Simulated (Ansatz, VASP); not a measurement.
One calculation of Zn3PbN, two programs

```xyz
5
Lattice="5.2431 0.0000 0.0000 0.0000 5.2431 0.0000 0.0000 0.0000 5.2431" Properties=species:S:1:pos:R:3 pbc="T T T"
Zn    0.0000    2.6215    2.6215
Zn    2.6215    0.0000    2.6215
Zn    2.6215    2.6215    0.0000
Pb    2.6215    2.6215    2.6215
N     0.0000    0.0000    0.0000
```

Alike in both runs: functional PBE; k mesh 8 × 8 × 8; occupations gaussian, width 0.1 eV; no spin polarisation.

Ansatz relaxed the structure, and its values are those at the end. VASP's run is a single point on that final structure, the one shown.

|  | VASP | Ansatz |
| --- | --- | --- |
| version | VASP 6.6.1 | Ansatz 0.2.0 |
| potentials or method | VASP PAW PBE potentials, release 64 (Zn, Pb_d, N), cutoff 520 eV | scalar-relativistic, plane waves, PAW |
| valence electrons in the cell | 55 | 55 |

VASP gave:

```
gap on the k mesh at the Fermi level (eV) : none
pressure (GPa)                            : 0.1
```

Q: What did Ansatz give for the same quantities?

A: gap on the k mesh at the Fermi level (eV): none; pressure (GPa): 0.0.

A gap of «none» marks a metal or a gap that the smearing closes.

Spin-orbit coupling is off throughout.
